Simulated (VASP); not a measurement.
Wanted: the native input for a VASP 6.6.1 run.

```yaml
Task: single point
Functional: PBEsol
Potentials_or_basis: VASP PAW PBE potentials, release 64 (B)
Cutoff: 500 eV
k_mesh: 10 × 10 × 7
Occupations: methfessel-paxton, width 0.1 eV
Spin: no spin polarisation
Dipole_correction: no
Further_INCAR_settings: ALGO = Normal; EDIFF = 1e-06; NBANDS = 10
```

The structure of B lies in POSCAR:

```
B
1.0
    3.2264300000      0.0000000000      0.0000000000
   -1.6132150000      2.7941710000      0.0000000000
    0.0000000000      0.0000000000      4.0673920000
B
2
Direct
    0.3333333333      0.6666666667      0.5000000000
    0.6666666667      0.3333333333      0.5000000000
```

This isn't the form of B at room conditions, which is rhombohedral.

The input as run:

INCAR

```
ALGO = Normal
EDIFF = 1E-6
ENCUT = 500
GGA = PS
GGA_COMPAT = F
ISIF = 2
ISMEAR = 1
LASPH = T
LCHARG = T
LELF = T
LREAL = F
LVHAR = T
LWAVE = F
NBANDS = 10
NELM = 120
PREC = Accurate
SIGMA = 0.1
```

KPOINTS

```
k-points
0
Gamma
  10 10 7
```

Potentials or basis: VASP PAW PBE potentials, release 64 (B).

The run is started by

```sh
$ cat potpaw_PBE.64/B/POTCAR > POTCAR
$ mpirun -np 1 vasp_std > vasp.out
```

Results of the run:

```
Pressure               : -17.5 GPa
Band gap on the k mesh : zero (bands 3 and 4 overlap by 1.83 eV)
```

Caveat: the stress differs along the axes, from -25 to -3 GPa; the PAW data sets were made with another functional, which shifts forces and pressure a little; this functional lacks dispersion, which binds layers or chains, so the pressure and a relaxed spacing across them are unreliable.

Wall time 18 s on 1 thread of Intel Xeon 8259CL, on a shared host, peak memory 0.14 GiB.
